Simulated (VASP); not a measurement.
# Rh (Fm-3m) in VASP: further runs

Rh is run at these levels: PBE; tasks: single point.

Everything below comes from runs of VASP 6.6.1. Logs are shortened: lines on timing, memory, paths and dates and some standing lists are left out, and cuts for length are marked.

### Step 1. The cell of the first run

Symmetry: Fm-3m, No. 225, cubic system. The conventional cell has a = 3.591 Å, b = 3.591 Å, c = 3.591 Å, α = 90.00°, β = 90.00°, γ = 90.00°. Within 3.4 Å of Rh (site symmetry m-3m) lie 12 Rh at 2.54 Å.

### Step 2. Single point, PBE

INCAR

```
  ALGO = Normal
  EDIFF = 1E-6
  ENCUT = 500
  GGA = PE
  GGA_COMPAT = F
  ISIF = 2
  ISMEAR = -1
  LASPH = T
  LCHARG = F
  LREAL = F
  LWAVE = F
  NBANDS = 14
  NELM = 120
  PREC = Accurate
  SIGMA = 0.1
```

KPOINTS

```
k-points
0
Gamma
  14 14 14
```

POSCAR

```
Rh
1.0
    0.0000000000      1.7954800000      1.7954800000
    1.7954800000      0.0000000000      1.7954800000
    1.7954800000      1.7954800000      0.0000000000
Rh
1
Direct
    0.0000000000      0.0000000000      0.0000000000
```

Potentials or basis: VASP PAW PBE potentials, release 64 (Rh_pv).

Started as:

```console
$ cat potpaw_PBE.64/Rh_pv/POTCAR > POTCAR
$ mpirun -np 1 vasp_std > vasp.out
```

OUTCAR:

```text
EDIFF = 1E-6
   ENCUT = 500
   GGA = PE
   ISIF = 2
   ISMEAR = -1
   LASPH = T
   LREAL = F
   NELM = 120
   PREC = Accurate

 ion  position               nearest neighbor table
   1  0.000  0.000  0.000-

  LATTYP: Found a face centered cubic cell.
 ALAT       =     3.5909600000

  Lattice vectors:

 A1 = (   0.0000000000,   1.7954800000,   1.7954800000)
 A2 = (   1.7954800000,   0.0000000000,   1.7954800000)
 A3 = (   1.7954800000,   1.7954800000,   0.0000000000)

Analysis of symmetry for initial positions (statically):
=====================================================================
 Subroutine PRICEL returns:
 Original cell was already a primitive cell.

 Routine SETGRP: Setting up the symmetry group for a
 face centered cubic supercell.

 Subroutine GETGRP returns: Found 48 space group operations
 (whereof 48 operations were pure point group operations)
 out of a pool of 48 trial point group operations.

The static configuration has the point symmetry O_h .

Analysis of symmetry for dynamics (positions and initial velocities):
=====================================================================
 Subroutine PRICEL returns:
 Original cell was already a primitive cell.

 Routine SETGRP: Setting up the symmetry group for a
 face centered cubic supercell.

 Subroutine GETGRP returns: Found 48 space group operations
 (whereof 48 operations were pure point group operations)
 out of a pool of 48 trial point group operations.

The dynamic configuration has the point symmetry O_h .

 Subroutine INISYM returns: Found 48 space group operations
 (whereof 48 operations are pure point group operations),
 and found     1 'primitive' translations

----------------------------------------------------------------------------------------

                                     Primitive cell

  volume of cell :      11.5764

  direct lattice vectors                    reciprocal lattice vectors
     0.000000000  1.795480000  1.795480000    -0.278477065  0.278477065  0.278477065
     1.795480000  0.000000000  1.795480000     0.278477065 -0.278477065  0.278477065
     1.795480000  1.795480000  0.000000000     0.278477065  0.278477065 -0.278477065

  length of vectors
     2.539192167  2.539192167  2.539192167     0.482336425  0.482336425  0.482336425

  position of ions in fractional coordinates (direct lattice)
     0.000000000  0.000000000  0.000000000

  ion indices of the primitive-cell ions
   primitive index   ion index
                 1           1

----------------------------------------------------------------------------------------

 KPOINTS: k-points

Automatic generation of k-mesh.
 Grid dimensions read from file:
 generate k-points for:   14   14   14

 Generating k-lattice:

  Cartesian coordinates                     Fractional coordinates (reciprocal lattice)
    -0.019891219  0.019891219  0.019891219     0.071428571  0.000000000  0.000000000
     0.019891219 -0.019891219  0.019891219     0.000000000  0.071428571  0.000000000
     0.019891219  0.019891219 -0.019891219     0.000000000  0.000000000  0.071428571

  Length of vectors
     0.034452602  0.034452602  0.034452602

  Shift w.r.t. Gamma in fractional coordinates (k-lattice)
     0.000000000  0.000000000  0.000000000

 Subroutine IBZKPT returns following result:
 ===========================================

 Found    104 irreducible k-points:

 Following reciprocal coordinates:
            Coordinates               Weight
  0.000000  0.000000  0.000000      1.000000
  0.071429  0.000000  0.000000      8.000000
  0.142857  0.000000  0.000000      8.000000
  0.214286  0.000000  0.000000      8.000000
  0.285714  0.000000  0.000000      8.000000
  0.357143  0.000000  0.000000      8.000000
[... 16 lines left out ...]
  0.214286  0.142857  0.000000     24.000000
  0.285714  0.142857  0.000000     24.000000
 [... further k-points ...]
   k-points           NKPTS =    104   k-points in BZ     NKDIM =    104   number of bands    NBANDS=     14
   number of dos      NEDOS =    301   number of ions     NIONS =      1
   total plane-waves  NPLWV =   8000
   dimension x,y,z NGX =    20 NGY =   20 NGZ =   20
   dimension x,y,z NGXF=    40 NGYF=   40 NGZF=   40
   ions per type =               1
   NGX,Y,Z   is equivalent  to a cutoff of  13.09, 13.09, 13.09 a.u.
   NGXF,Y,Z  is equivalent  to a cutoff of  26.19, 26.19, 26.19 a.u.
 SYSTEM =  unknown system
   PREC   = accura    normal or accurate (medium, high low for compatibility)
   ISTART =      0    job   : 0-new  1-cont  2-samecut
   ICHARG =      2    charge: 1-file 2-atom 10-const
   ISPIN  =      1    spin polarized calculation?
   LNONCOLLINEAR =      F non collinear calculations
   LSORBIT =      F    spin-orbit coupling
   LASPH  =      T    aspherical Exc in radial PAW
   ENCUT  =  500.0 eV  36.75 Ry    6.06 a.u.   4.63  4.63  4.63*2*pi/ulx,y,z
   NELM   =    120;   NELMIN=  2; NELMDL= -5     # of ELM steps
   EDIFF  = 0.1E-05   stopping-criterion for ELM
   LREAL  =      F    real-space projection
   EDIFFG = 0.1E-04   stopping-criterion for IOM
   NSW    =      0    number of steps for IOM
   IBRION =     -1    ionic relax: 0-MD 1-quasi-New 2-CG
   NFREE  =      0    steps in history (QN), initial steepest desc. (CG)
   ISIF   =      2    stress and relaxation
   ISYM   =      2    0-nonsym 1-usesym 2-fastsym
   POTIM  = 0.5000    time-step for ionic-motion
   TEBEG  =    0.0;   TEEND  =   0.0 temperature during run
   PSTRESS=    0.0 pullay stress
   NELECT =      15.0000    total number of electrons
   NUPDOWN=      -1.0000    fix difference up-down
   EMIN   =  10.00;   EMAX   =-10.00  energy-range for DOS
   EFERMI =   0.00;   METHOD = LEGACY
   ISMEAR =    -1;   SIGMA  =   0.10  broadening in eV -4-tet -1-fermi 0-gaus
   EFERMI_NEDOS =   21; number of points for ismear=-14 and -15
   IALGO  =     38    algorithm
   IMIX   =      4    mixing-type and parameters
     AMIX     =   0.40;   BMIX     =  1.00
     AMIX_MAG =   1.60;   BMIX_MAG =  1.00
  volume/ion in A,a.u.               =      11.58        78.12
  Fermi-wavevector in a.u.,A,eV,Ry     =   1.784766  3.372719 43.339870  3.185391
  Thomas-Fermi vector in A             =   2.848686
   LORBIT       =      0    0 simple, 1 ext, 2 COOP (PROOUT), +10 PAW based schemes
   GGA     = PE    functional components
   LHFCALC =     F    Hartree Fock is set to
   AEXX    =    0.0000 exact exchange contribution
   IVDW    =     0    specifies the selected vdW correction
   LEPSILON=     F    determine dielectric tensor
   LRPA    =     F    only Hartree local field effects (RPA)
 non-spin polarized calculation
  energy-cutoff  :      500.00
  volume of cell :       11.58
 maximum number of plane-waves:       306
   NGX =  9   NGY =  9   NGZ =  9

 number of electron      15.0000001 magnetization

 Free energy of the ion-electron system (eV)
  ---------------------------------------------------
  ext. energy  EPLUGINS =         0.00000000
  ---------------------------------------------------
  free energy    TOTEN  =        -6.75546727 eV

  energy without entropy =       -6.72487309  energy(sigma->0) =       -6.74017018

 E-fermi :  15.3421     XC(G=0): -15.1695

 val. band max:       15.3286100131   @ k =   0.3571   0.0714   0.0000
 cond. band min:      15.3604470635   @ k =   0.4286   0.2857   0.0714
 fundamental gap:      0.0318370505
 Fermi energy:        15.3421239979

 k-point     1 :       0.0000    0.0000    0.0000
  band No.  band energies     occupation
      1     -31.3184      2.00000
      2     -31.3184      2.00000
      3     -31.3184      2.00000
      4       6.0955      2.00000
      5      11.3477      2.00000
      6      11.3477      2.00000
      7      11.3477      2.00000
      8      14.0820      1.99999
      9      14.0820      1.99999
     10      31.0587      0.00000
     11      35.4128      0.00000
     12      37.5448      0.00000
     13      37.5448      0.00000
     14      37.5448      0.00000

 k-point     2 :       0.0714    0.0000    0.0000
  band No.  band energies     occupation
      1     -31.3867      2.00000
      2     -31.3272      2.00000
      3     -31.3272      2.00000
      4       6.3386      2.00000
      5      11.2276      2.00000
      6      11.4489      2.00000
      7      11.4489      2.00000
      8      14.0186      2.00000
      9      14.0186      2.00000
     10      31.4629      0.00000
     11      35.4111      0.00000
     12      36.4242      0.00000
     13      37.9410      0.00000
     14      37.9410      0.00000

 k-point     3 :       0.1429    0.0000    0.0000
  band No.  band energies     occupation
      1     -31.5762      2.00000
      2     -31.3517      2.00000
      3     -31.3517      2.00000
      4       6.9936      2.00000
      5      10.9834      2.00000
      6      11.6831      2.00000
      7      11.6831      2.00000
      8      13.9186      2.00000
      9      13.9186      2.00000
     10      32.4875      0.00000
     11      34.4016      0.00000
     12      35.4137      0.00000
     13      39.0766      0.00000
     14      39.0766      0.00000
[... 324 lines left out ...]
 k-point    23 :       0.2143    0.1429    0.0000
  band No.  band energies     occupation
      1     -31.7423      2.00000
      2     -31.4537      2.00000
      3     -31.4430      2.00000
      4       7.9496      2.00000
      5      10.1202      2.00000
      6      12.1893      2.00000
      7      12.3937      2.00000
      8      13.1955      2.00000
      9      14.6208      1.99853
     10      34.1961      0.00000
     11      34.3536      0.00000
     12      35.4134      0.00000
     13      38.0670      0.00000
     14      38.5073      0.00000

 k-point    24 :       0.2857    0.1429    0.0000
  band No.  band energies     occupation
      1     -31.9806      2.00000
      2     -31.4977      2.00000
      3     -31.4841      2.00000
      4       8.5346      2.00000
      5      10.0920      2.00000
      6      11.7659      2.00000
      7      12.5162      2.00000
      8      14.1751      1.99998
      9      15.0239      1.92032
     10      32.5417      0.00000
     11      34.8074      0.00000
     12      35.4130      0.00000
     13      38.1748      0.00000
     14      38.9182      0.00000

 [... further k-points ...]

------------------------ aborting loop because EDIFF is reached ----------------------------------------

  FORCE on cell =-STRESS in cart. coord.  units (eV):
  Direction    XX          YY          ZZ          XY          YZ          ZX
  --------------------------------------------------------------------------------------
  -------------------------------------------------------------------------------------
  Total        5.9158600      5.9158600      5.9158600      0.0000000     -0.0000000     -0.0000000
  in kB      818.7602636    818.7602636    818.7602636      0.0000000     -0.0000000     -0.0000000
  external PRESSURE =     818.7602636 kB  Pullay stress =       0.0000000 kB

 VOLUME and BASIS-vectors are now :
 -----------------------------------------------------------------------------
  energy-cutoff  :      500.00
  volume of cell :       11.58
      direct lattice vectors                 reciprocal lattice vectors
     0.000000000  1.795480000  1.795480000    -0.278477065  0.278477065  0.278477065
     1.795480000  0.000000000  1.795480000     0.278477065 -0.278477065  0.278477065
     1.795480000  1.795480000  0.000000000     0.278477065  0.278477065 -0.278477065

 POSITION                                       TOTAL-FORCE (eV/Angst)
 -----------------------------------------------------------------------------------
      0.00000      0.00000      0.00000         0.000000      0.000000      0.000000
 -----------------------------------------------------------------------------------
    total drift:                                0.000000      0.000000      0.000000

  FREE ENERGIE OF THE ION-ELECTRON SYSTEM (eV)
  ---------------------------------------------------
  free  energy   TOTEN  =        -6.7554672692 eV

  energy  without entropy=       -6.7248730903  energy(sigma->0) =       -6.74017018
```

It took 21 s on 1 thread of Intel Xeon 8259CL, shared host; peak memory 0.13 GiB.

What came out:

```yaml
Free_energy: -6.7555 eV
Pressure: 81.9 GPa
```

Levels at points of the mesh, in eV from the Fermi level:
```
           k point  band 5  band 6  band 7  band 8  band 9  band 10
(0.00, 0.00, 0.00)   -3.99   -3.99   -3.99   -1.26   -1.26    15.72
(0.50, 0.00, 0.00)   -4.12   -4.12    0.62    0.80    0.80    10.66
(0.50, 0.50, 0.00)   -7.68    0.77    1.37    1.37    3.61    14.38
```

### Step 3. Single point, PBE

INCAR

```
SYSTEM = Rh
PREC = Accurate ; ENCUT = 500
EDIFF = 1E-6 ; ISMEAR = -1
SIGMA = 0.1 ; LREAL = .FALSE.
LASPH = .TRUE. ; NELM = 120
ALGO = Normal ; ISIF = 2
LWAVE = .FALSE. ; LCHARG = .FALSE.
GGA = PE ; NBANDS = 14
GGA_COMPAT = .FALSE.
```

KPOINTS

```
regular mesh
0
G
  14 14 14
  0 0 0
```

POSCAR is that of step 2.

Potentials or basis: VASP PAW PBE potentials, release 64 (Rh_pv).

Started as:

```console
$ cat potpaw_PBE.64/Rh_pv/POTCAR > POTCAR
$ mpirun -np 1 vasp_std > vasp.out
```

OUTCAR:

```text
SYSTEM = Rh
   PREC = Accurate
   ENCUT = 500
   EDIFF = 1E-6
   ISMEAR = -1
   LREAL = .FALSE.
   LASPH = .TRUE.
   NELM = 120
   ISIF = 2
   GGA = PE

 ion  position               nearest neighbor table
   1  0.000  0.000  0.000-

  LATTYP: Found a face centered cubic cell.
 ALAT       =     3.5909600000

  Lattice vectors:

 A1 = (   0.0000000000,   1.7954800000,   1.7954800000)
 A2 = (   1.7954800000,   0.0000000000,   1.7954800000)
 A3 = (   1.7954800000,   1.7954800000,   0.0000000000)

Analysis of symmetry for initial positions (statically):
=====================================================================
 Subroutine PRICEL returns:
 Original cell was already a primitive cell.

 Routine SETGRP: Setting up the symmetry group for a
 face centered cubic supercell.

 Subroutine GETGRP returns: Found 48 space group operations
 (whereof 48 operations were pure point group operations)
 out of a pool of 48 trial point group operations.

The static configuration has the point symmetry O_h .

[... 166 lines left out ...]
      1     -31.3184      2.00000
      2     -31.3184      2.00000
      3     -31.3184      2.00000
      4       6.0955      2.00000
      5      11.3477      2.00000
      6      11.3477      2.00000
      7      11.3477      2.00000
      8      14.0820      1.99999
      9      14.0820      1.99999
     10      31.0587      0.00000
     11      35.4128      0.00000
     12      37.5448      0.00000
     13      37.5448      0.00000
     14      37.5448      0.00000
[... 377 lines left out ...]
      1     -31.9806      2.00000
      2     -31.4977      2.00000
      3     -31.4841      2.00000
      4       8.5346      2.00000
      5      10.0920      2.00000
      6      11.7659      2.00000
      7      12.5162      2.00000
      8      14.1751      1.99998
      9      15.0239      1.92032
     10      32.5417      0.00000
     11      34.8074      0.00000
     12      35.4130      0.00000
     13      38.1748      0.00000
     14      38.9182      0.00000

 [... further k-points ...]

------------------------ aborting loop because EDIFF is reached ----------------------------------------

  FORCE on cell =-STRESS in cart. coord.  units (eV):
  Direction    XX          YY          ZZ          XY          YZ          ZX
  --------------------------------------------------------------------------------------
  -------------------------------------------------------------------------------------
  Total        5.9158600      5.9158600      5.9158600      0.0000000     -0.0000000     -0.0000000
  in kB      818.7602636    818.7602636    818.7602636      0.0000000     -0.0000000     -0.0000000
  external PRESSURE =     818.7602636 kB  Pullay stress =       0.0000000 kB

 VOLUME and BASIS-vectors are now :
 -----------------------------------------------------------------------------
  energy-cutoff  :      500.00
  volume of cell :       11.58
      direct lattice vectors                 reciprocal lattice vectors
     0.000000000  1.795480000  1.795480000    -0.278477065  0.278477065  0.278477065
     1.795480000  0.000000000  1.795480000     0.278477065 -0.278477065  0.278477065
     1.795480000  1.795480000  0.000000000     0.278477065  0.278477065 -0.278477065

 POSITION                                       TOTAL-FORCE (eV/Angst)
 -----------------------------------------------------------------------------------
      0.00000      0.00000      0.00000         0.000000      0.000000      0.000000
 -----------------------------------------------------------------------------------
    total drift:                                0.000000      0.000000      0.000000

  FREE ENERGIE OF THE ION-ELECTRON SYSTEM (eV)
  ---------------------------------------------------
  free  energy   TOTEN  =        -6.7554672692 eV

  energy  without entropy=       -6.7248730903  energy(sigma->0) =       -6.74017018
```

stdout:

```text
POSCAR found type information on POSCAR Rh
 POSCAR found :  1 types and       1 ions
 scaLAPACK will be used
 LDA part: xc-table for (Slater+PW92), standard interpolation
 POSCAR, INCAR and KPOINTS ok, starting setup
 FFT: planning ... GRIDC
 FFT: planning ... GRID_SOFT
 FFT: planning ... GRID
 WAVECAR not read
 entering main loop
```

It took 21 s on 1 thread of Intel Xeon 8259CL, shared host; peak memory 0.14 GiB.

Results:

- Free energy: -6.7555 eV
- Pressure: 81.9 GPa

Levels at points of the mesh, in eV from the Fermi level:
```csv
k point,band 5,band 6,band 7,band 8,band 9,band 10
"(0.00, 0.00, 0.00)",-3.99,-3.99,-3.99,-1.26,-1.26,15.72
"(0.50, 0.00, 0.00)",-4.12,-4.12,0.62,0.80,0.80,10.66
"(0.50, 0.50, 0.00)",-7.68,0.77,1.37,1.37,3.61,14.38
```

### Step 4. Single point, PBE

INCAR

```
SYSTEM = Rh
PREC = Accurate
ENCUT = 500
EDIFF = 1E-6
ISMEAR = -1
SIGMA = 0.01
LREAL = .FALSE.
LASPH = .TRUE.
NELM = 120
ALGO = Normal
ISIF = 2
LWAVE = .FALSE.
LCHARG = .TRUE.
GGA = PE
LELF = .TRUE.
LVHAR = .TRUE.
NBANDS = 14
GGA_COMPAT = .FALSE.
```

KPOINTS is that of step 3.

POSCAR is that of step 3.

Started as:

```console
$ cat potpaw_PBE.64/Rh_pv/POTCAR > POTCAR
$ mpirun -np 1 vasp_std > vasp.out
```

It took 24 s on 1 thread of Intel Xeon 8259CL, shared host; peak memory 0.13 GiB.

The run converged. Its results:

```
Free energy : -6.7398 eV
Pressure    : 81.5 GPa
```

Levels at points of the mesh, in eV from the Fermi level:
| k point | band 4 | band 5 | band 6 | band 7 | band 8 | band 9 | band 10 | band 11 |
| --- | --- | --- | --- | --- | --- | --- | --- | --- |
| (0.00, 0.00, 0.00) | -9.20 | -3.95 | -3.95 | -3.95 | -1.21 | -1.21 | 15.77 | 20.12 |
| (0.50, 0.00, 0.00) | -7.64 | -4.07 | -4.07 | 0.67 | 0.85 | 0.85 | 10.70 | 15.36 |
| (0.50, 0.50, 0.00) | -8.08 | -7.63 | 0.82 | 1.42 | 1.42 | 3.65 | 14.43 | 14.43 |

(Continued in part 2 of 2.)
